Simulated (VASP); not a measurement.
# Hf (P6_3/mmc) in VASP: a series of runs, part 2 of 2

VASP 6.6.1.

### Step 3. Electric field gradients, LDA

This run uses another cell than the first one, of 22.38 Å³/atom.

The input, INCAR:

```
PREC     = Accurate       # precision mode
ENCUT    = 520            # plane-wave cutoff, eV
EDIFF    = 1E-8           # SCF threshold, eV
ISMEAR   = -1             # smearing method
SIGMA    = 0.05           # smearing width, eV
LREAL    = False          # projectors in reciprocal space
LASPH    = True           # aspherical terms in the spheres
NELM     = 60             # most SCF steps
ALGO     = Normal         # electronic algorithm
ISIF     = 2              # what is computed and relaxed
LWAVE    = False          # write WAVECAR
LCHARG   = False          # write CHGCAR
LEFG     = True         
NBANDS   = 17             # bands
```

The input, KPOINTS:

```
Automatic mesh
0
Gamma
  13 13 7
```

The input, POSCAR:

```
Hf
1.0
    3.1966985242      0.0000000000      0.0000000000
   -1.5983492621      2.7684221302      0.0000000000
    0.0000000000      0.0000000000      5.0578000000
Hf
2
Direct
    0.3333333333      0.6666666667      0.2500000000
    0.6666666667      0.3333333333      0.7500000000
```

Potentials or basis: VASP PAW LDA potentials, release 64 (Hf_pv).

Run with:

```bash
$ cat potpaw_LDA.64/Hf_pv/POTCAR > POTCAR
$ mpirun -np 1 vasp_std > vasp.out
```

OUTCAR:

```text
PREC = Accurate
   ENCUT = 520
   EDIFF = 1E-8
   ISMEAR = -1
   LREAL = False
   LASPH = True
   NELM = 60
   ISIF = 2

 ion  position               nearest neighbor table
   1  0.333  0.667  0.250-   2 3.13   2 3.13   2 3.13   2 3.13   2 3.13   2 3.13
   2  0.667  0.333  0.750-   1 3.13   1 3.13   1 3.13   1 3.13   1 3.13   1 3.13

  LATTYP: Found a hexagonal cell.
 ALAT       =     3.1966985242
 C/A-ratio  =     1.5821948681

  Lattice vectors:

 A1 = (   3.1966985242,   0.0000000000,   0.0000000000)
 A2 = (  -1.5983492621,   2.7684221302,   0.0000000000)
 A3 = (   0.0000000000,   0.0000000000,   5.0578000000)

Analysis of symmetry for initial positions (statically):
=====================================================================
 Subroutine PRICEL returns:
 Original cell was already a primitive cell.

 Routine SETGRP: Setting up the symmetry group for a
 hexagonal supercell.

 Subroutine GETGRP returns: Found 24 space group operations
[... 671 lines left out ...]
     3.196698524  0.000000000  0.000000000     0.312822743  0.180608295  0.000000000
    -1.598349262  2.768422130  0.000000000     0.000000000  0.361216589  0.000000000
     0.000000000  0.000000000  5.057800000     0.000000000  0.000000000  0.197714421

 POSITION                                       TOTAL-FORCE (eV/Angst)
 -----------------------------------------------------------------------------------
     -0.00000      1.84561      1.26445        -0.000000     -0.000000      0.000000
      1.59835      0.92281      3.79335         0.000000      0.000000      0.000000
 -----------------------------------------------------------------------------------
    total drift:                               -0.000000      0.000000     -0.000000

  FREE ENERGIE OF THE ION-ELECTRON SYSTEM (eV)
  ---------------------------------------------------
  free  energy   TOTEN  =       -21.3189168516 eV

  energy  without entropy=      -21.3047048984  energy(sigma->0) =      -21.31181088

 Electric field gradients (V/A^2)
---------------------------------------------------------------------
 ion       V_xx      V_yy      V_zz      V_xy      V_xz      V_yz
---------------------------------------------------------------------
   1     -41.365   -41.365    82.730     0.000     0.000    -0.000
   2     -41.365   -41.365    82.730     0.000    -0.000     0.000
---------------------------------------------------------------------

 Electric field gradients after diagonalization (V/A^2)
 (convention: |V_zz| > |V_xx| > |V_yy|)
----------------------------------------------------------------------
 ion       V_xx      V_yy      V_zz     asymmetry (V_yy - V_xx)/ V_zz
----------------------------------------------------------------------
   1     -41.365   -41.364    82.730       0.000
   2     -41.365   -41.364    82.730       0.000
----------------------------------------------------------------------

           NMR quadrupolar parameters

 Cq : quadrupolar parameter    Cq=e*Q*V_zz/h
 eta: asymmetry parameters     (V_yy - V_xx)/ V_zz
 Q  : nuclear electric quadrupole moment in mb (millibarn)
----------------------------------------------------------------------
 ion       Cq(MHz)       eta       Q (mb)
----------------------------------------------------------------------
   1       0.200       0.000       1.000
   2       0.200       0.000       1.000
----------------------------------------------------------------------
```

OSZICAR:

```text
N       E                     dE             d eps       ncg     rms          rms(c)
DAV:   1     0.473542300175E+02    0.47354E+02   -0.11416E+04  2864   0.112E+03
DAV:   2    -0.203138691922E+02   -0.67668E+02   -0.65992E+02  3708   0.245E+02
DAV:   3    -0.220934552558E+02   -0.17796E+01   -0.17599E+01  3729   0.265E+01
DAV:   4    -0.221084907698E+02   -0.15036E-01   -0.15020E-01  3565   0.282E+00
DAV:   5    -0.221086365840E+02   -0.14581E-03   -0.14579E-03  3745   0.251E-01    0.649E+01
DAV:   6    -0.215283703451E+02    0.58027E+00   -0.52653E-01  3414   0.442E+00    0.381E+01
DAV:   7    -0.213292126256E+02    0.19916E+00   -0.81916E-01  3475   0.530E+00    0.184E+00
DAV:   8    -0.213188386972E+02    0.10374E-01   -0.50846E-02  3390   0.146E+00    0.352E-01
DAV:   9    -0.213189264531E+02   -0.87756E-04   -0.11159E-03  3784   0.233E-01    0.171E-01
DAV:  10    -0.213189208030E+02    0.56500E-05   -0.57685E-05  3479   0.508E-02    0.205E-01
DAV:  11    -0.213189168901E+02    0.39129E-05   -0.54390E-06  3842   0.145E-02    0.932E-03
DAV:  12    -0.213189168676E+02    0.22563E-07   -0.42941E-07  3524   0.425E-03    0.874E-03
DAV:  13    -0.213189168512E+02    0.16386E-07   -0.27976E-08  3069   0.117E-03    0.533E-04
DAV:  14    -0.213189168516E+02   -0.46452E-09   -0.19453E-09  1943   0.349E-04
   1 F= -.21318917E+02 E0= -.21311811E+02  d E =-.142120E-01
```

stdout:

```text
POSCAR found type information on POSCAR Hf
 POSCAR found :  1 types and       2 ions
 scaLAPACK will be used
 LDA part: xc-table for (Slater(with rela. corr.)+CA(PZ))
 , standard interpolation
 POSCAR, INCAR and KPOINTS ok, starting setup
 FFT: planning ... GRIDC
 FFT: planning ... GRID_SOFT
 FFT: planning ... GRID
 WAVECAR not read
 entering main loop
ion   1

ion   2
```

Run time: 48 s. Hardware: 1 thread of Intel Xeon 8259CL, shared host; peak memory 0.18 GiB.

Results:

| Item | Value |
| --- | --- |
| Free energy | -21.3189 eV |
| Pressure | -7.6 GPa |
| Band gap on the k mesh | zero (bands 10 and 11 overlap by 1.47 eV) |
| Largest electric field gradient by atom | Hf +82.7 V/Å² |

Electric field gradients, principal values (V/Å²):
| atom | least | middle | greatest (by size) |
| --- | --- | --- | --- |
| 1 Hf | -41.364 | -41.365 | 82.730 |
| 2 Hf | -41.364 | -41.365 | 82.730 |

Caveat: the cell stands under tension; without QUAD_EFG the Cq values of the log hold for a quadrupole moment of 1 mb, not for the nuclei; spin-orbit coupling is left out, which moves the levels of the heavy elements.

### Step 4. Electric field gradients, PBEsol

This run uses another cell than the first one, of 22.38 Å³/atom.

The input, INCAR:

```
SYSTEM = Hf
ALGO = Normal
EDIFF = 1E-8
ENCUT = 520
GGA = PS
ISIF = 2
ISMEAR = -1
LASPH = .True.
LCHARG = .False.
LEFG = .True.
LREAL = .False.
LWAVE = .False.
NBANDS = 17
NELM = 80
PREC = Accurate
SIGMA = 0.05
```

The input, KPOINTS:

```
k-points
0
Gamma
  13 13 7
  0 0 0
```

POSCAR is that of step 3.

Potentials or basis: VASP PAW PBE potentials, release 64 (Hf_pv).

Run with:

```bash
$ cat potpaw_PBE.64/Hf_pv/POTCAR > POTCAR
$ mpirun -np 1 vasp_std > vasp.out
```

OUTCAR:

```text
SYSTEM = Hf
   EDIFF = 1E-8
   ENCUT = 520
   GGA = PS
   ISIF = 2
   ISMEAR = -1
   LASPH = .True.
   LREAL = .False.
   NELM = 80
   PREC = Accurate

 ion  position               nearest neighbor table
   1  0.333  0.667  0.250-   2 3.13   2 3.13   2 3.13   2 3.13   2 3.13   2 3.13
   2  0.667  0.333  0.750-   1 3.13   1 3.13   1 3.13   1 3.13   1 3.13   1 3.13

  LATTYP: Found a hexagonal cell.
 ALAT       =     3.1966985242
 C/A-ratio  =     1.5821948681

  Lattice vectors:

 A1 = (   3.1966985242,   0.0000000000,   0.0000000000)
 A2 = (  -1.5983492621,   2.7684221302,   0.0000000000)
[... 695 lines left out ...]
  free  energy   TOTEN  =       -20.9900338683 eV

  energy  without entropy=      -20.9767724359  energy(sigma->0) =      -20.98340315

 Electric field gradients (V/A^2)
---------------------------------------------------------------------
 ion       V_xx      V_yy      V_zz      V_xy      V_xz      V_yz
---------------------------------------------------------------------
   1     -41.133   -41.133    82.266     0.000     0.000    -0.000
   2     -41.133   -41.133    82.266     0.000    -0.000     0.000
---------------------------------------------------------------------

 Electric field gradients after diagonalization (V/A^2)
 (convention: |V_zz| > |V_xx| > |V_yy|)
----------------------------------------------------------------------
 ion       V_xx      V_yy      V_zz     asymmetry (V_yy - V_xx)/ V_zz
----------------------------------------------------------------------
   1     -41.134   -41.132    82.266       0.000
   2     -41.134   -41.132    82.266       0.000
----------------------------------------------------------------------

           NMR quadrupolar parameters

 Cq : quadrupolar parameter    Cq=e*Q*V_zz/h
 eta: asymmetry parameters     (V_yy - V_xx)/ V_zz
 Q  : nuclear electric quadrupole moment in mb (millibarn)
----------------------------------------------------------------------
 ion       Cq(MHz)       eta       Q (mb)
----------------------------------------------------------------------
   1       0.199       0.000       1.000
   2       0.199       0.000       1.000
----------------------------------------------------------------------
```

stdout:

```text
POSCAR found type information on POSCAR Hf
 POSCAR found :  1 types and       2 ions
 scaLAPACK will be used
 -----------------------------------------------------------------------------
|                                                                             |
|                                                                             |
|     You enforced a specific xc type in the INCAR file but a different       |
|     I HOPE YOU KNOW WHAT YOU ARE DOING!                                     |
|                                                                             |
 -----------------------------------------------------------------------------

 LDA part: xc-table for (Slater+PW92), standard interpolation
 POSCAR, INCAR and KPOINTS ok, starting setup
 FFT: planning ... GRIDC
 FFT: planning ... GRID_SOFT
 FFT: planning ... GRID
 WAVECAR not read
 entering main loop
ion   1

ion   2
```

It took 50 s on 1 thread of Intel Xeon 8259CL, shared host; peak memory 0.19 GiB.

Results:

```
Free energy                             : -20.9900 eV
Pressure                                : -4.1 GPa
Band gap on the k mesh                  : zero (bands 10 and 11 overlap by 1.55 eV)
Largest electric field gradient by atom : Hf +82.3 V/Å²
```

Stress tensor (GPa, compression positive):
```
-4.01  0.00  0.00
 0.00 -4.01  0.00
 0.00  0.00 -4.31
```

Electric field gradients, principal values (V/Å²):
```
atom    least   middle  greatest (by size)
1 Hf  -41.132  -41.134              82.266
2 Hf  -41.132  -41.134              82.266
```

Caveat: the cell stands under tension; without QUAD_EFG the Cq values of the log hold for a quadrupole moment of 1 mb, not for the nuclei; the PAW data sets were made with another functional, which shifts forces and pressure a little; spin-orbit coupling is left out, which moves the levels of the heavy elements.

### Step 5. Electric field gradients, r2SCAN

This run uses another cell than the first one, of 22.38 Å³/atom.

POSCAR is that of step 4.

The input, INCAR.step1:

```
PREC = Accurate ; ENCUT = 520
ISMEAR = -1 ; SIGMA = 0.05
LREAL = False ; LASPH = True
NELM = 60 ; NBANDS = 17
GGA = PE ; ALGO = Normal
EDIFF = 1E-4 ; LWAVE = True
LCHARG = False
```

The input, INCAR.step2:

```
PREC = Accurate ; ENCUT = 520
EDIFF = 1E-8 ; ISMEAR = -1
SIGMA = 0.05 ; LREAL = False
LASPH = True ; NELM = 60
ALGO = Normal ; ISIF = 2
LWAVE = False ; LCHARG = False
METAGGA = R2SCAN ; LMIXTAU = True
LEFG = True ; NBANDS = 17
ISTART = 1
```

The input, KPOINTS:

```
regular mesh
0
Gamma
  13 13 7
```

Potentials or basis: VASP PAW PBE potentials, release 64 (Hf_pv).

Run with:

```bash
$ cat potpaw_PBE.64/Hf_pv/POTCAR > POTCAR
$ cp INCAR.step1 INCAR
$ mpirun -np 1 vasp_std > vasp.out
$ cp INCAR.step2 INCAR
$ mpirun -np 1 vasp_std > vasp.out
```

OUTCAR:

```text
PREC = Accurate
   ENCUT = 520
   EDIFF = 1E-8
   ISMEAR = -1
   LREAL = False
   LASPH = True
   NELM = 60
   ISIF = 2
   METAGGA = R2SCAN
   ISTART = 1

 ion  position               nearest neighbor table
   1  0.333  0.667  0.250-   2 3.13   2 3.13   2 3.13   2 3.13   2 3.13   2 3.13
   2  0.667  0.333  0.750-   1 3.13   1 3.13   1 3.13   1 3.13   1 3.13   1 3.13

  LATTYP: Found a hexagonal cell.
 ALAT       =     3.1966985242
 C/A-ratio  =     1.5821948681

  Lattice vectors:

 A1 = (   3.1966985242,   0.0000000000,   0.0000000000)
 A2 = (  -1.5983492621,   2.7684221302,   0.0000000000)
 A3 = (   0.0000000000,   0.0000000000,   5.0578000000)

Analysis of symmetry for initial positions (statically):
=====================================================================
 Subroutine PRICEL returns:
 Original cell was already a primitive cell.

 Routine SETGRP: Setting up the symmetry group for a
 hexagonal supercell.

 Subroutine GETGRP returns: Found 24 space group operations
 (whereof 12 operations were pure point group operations)
[... 670 lines left out ...]
     3.196698524  0.000000000  0.000000000     0.312822743  0.180608295  0.000000000
    -1.598349262  2.768422130  0.000000000     0.000000000  0.361216589  0.000000000
     0.000000000  0.000000000  5.057800000     0.000000000  0.000000000  0.197714421

 POSITION                                       TOTAL-FORCE (eV/Angst)
 -----------------------------------------------------------------------------------
     -0.00000      1.84561      1.26445         0.000000      0.000000      0.000000
      1.59835      0.92281      3.79335        -0.000000      0.000000      0.000000
 -----------------------------------------------------------------------------------
    total drift:                               -0.000000      0.000000     -0.000000

  FREE ENERGIE OF THE ION-ELECTRON SYSTEM (eV)
  ---------------------------------------------------
  free  energy   TOTEN  =       -90.3074799987 eV

  energy  without entropy=      -90.2965079060  energy(sigma->0) =      -90.30199395

 Electric field gradients (V/A^2)
---------------------------------------------------------------------
 ion       V_xx      V_yy      V_zz      V_xy      V_xz      V_yz
---------------------------------------------------------------------
   1     -38.274   -38.273    76.547     0.000     0.000    -0.000
   2     -38.274   -38.273    76.547     0.000    -0.000     0.000
---------------------------------------------------------------------

 Electric field gradients after diagonalization (V/A^2)
 (convention: |V_zz| > |V_xx| > |V_yy|)
----------------------------------------------------------------------
 ion       V_xx      V_yy      V_zz     asymmetry (V_yy - V_xx)/ V_zz
----------------------------------------------------------------------
   1     -38.274   -38.273    76.547       0.000
   2     -38.274   -38.273    76.547       0.000
----------------------------------------------------------------------

           NMR quadrupolar parameters

 Cq : quadrupolar parameter    Cq=e*Q*V_zz/h
 eta: asymmetry parameters     (V_yy - V_xx)/ V_zz
 Q  : nuclear electric quadrupole moment in mb (millibarn)
----------------------------------------------------------------------
 ion       Cq(MHz)       eta       Q (mb)
----------------------------------------------------------------------
   1       0.185       0.000       1.000
   2       0.185       0.000       1.000
----------------------------------------------------------------------
```

OUTCAR.step1:

```text
PREC = Accurate
   ENCUT = 520
   ISMEAR = -1
   LREAL = False
   LASPH = True
[... 704 lines left out ...]
     -0.00000      1.84561      1.26445         0.000000      0.000000      0.000000
      1.59835      0.92281      3.79335        -0.000000     -0.000000      0.000000
 -----------------------------------------------------------------------------------
    total drift:                               -0.000000      0.000000     -0.000000

  FREE ENERGIE OF THE ION-ELECTRON SYSTEM (eV)
  ---------------------------------------------------
  free  energy   TOTEN  =       -19.8558328096 eV

  energy  without entropy=      -19.8428569483  energy(sigma->0) =      -19.84934488
```

It took 3.5 min on 1 thread of Intel Xeon 8259CL, shared host; peak memory 0.2 GiB.

Results:

* Free energy: -90.3075 eV
* Pressure: -0.7 GPa
* Band gap on the k mesh: zero (bands 10 and 11 overlap by 1.82 eV)
* Largest electric field gradient by atom: Hf +76.5 V/Å²

Electric field gradients, principal values (V/Å²):
```
atom    least   middle  greatest (by size)
1 Hf  -38.273  -38.274              76.547
2 Hf  -38.273  -38.274              76.547
```

Caveat: without QUAD_EFG the Cq values of the log hold for a quadrupole moment of 1 mb, not for the nuclei; the PAW data sets were made with another functional, which shifts forces and pressure a little; spin-orbit coupling is left out, which moves the levels of the heavy elements.

### Step 6. The runs side by side

```csv
level,potentials or basis,cell,gap on the mesh (eV),pressure (GPa)
PBE,"VASP PAW PBE potentials, release 64 (Hf_pv)","a = 3.261, b = 3.261, c = 5.058 Å, angles 90.0, 90.0, 120.0°, 2 atoms",none,-3.7
LDA,"VASP PAW LDA potentials, release 64 (Hf_pv)","a = 3.197, b = 3.197, c = 5.058 Å, angles 90.0, 90.0, 120.0°, 2 atoms",none,-7.6
PBEsol,"VASP PAW PBE potentials, release 64 (Hf_pv)","a = 3.197, b = 3.197, c = 5.058 Å, angles 90.0, 90.0, 120.0°, 2 atoms",none,-4.1
r2SCAN,"VASP PAW PBE potentials, release 64 (Hf_pv)","a = 3.197, b = 3.197, c = 5.058 Å, angles 90.0, 90.0, 120.0°, 2 atoms",none,-0.7
```

Alike in all rows: task electric field gradients; no spin polarisation; k mesh 13 × 13 × 7; cutoff (eV) 520; smearing fermi-dirac 0.05 eV.

Caveats: spin-orbit coupling is left out, which moves the levels of the heavy elements; the cell stands under tension (at least some runs); the PAW data sets were made with another functional, which shifts forces and pressure a little (at least some runs).

Absolute energies hang on the potentials; compare differences alone.
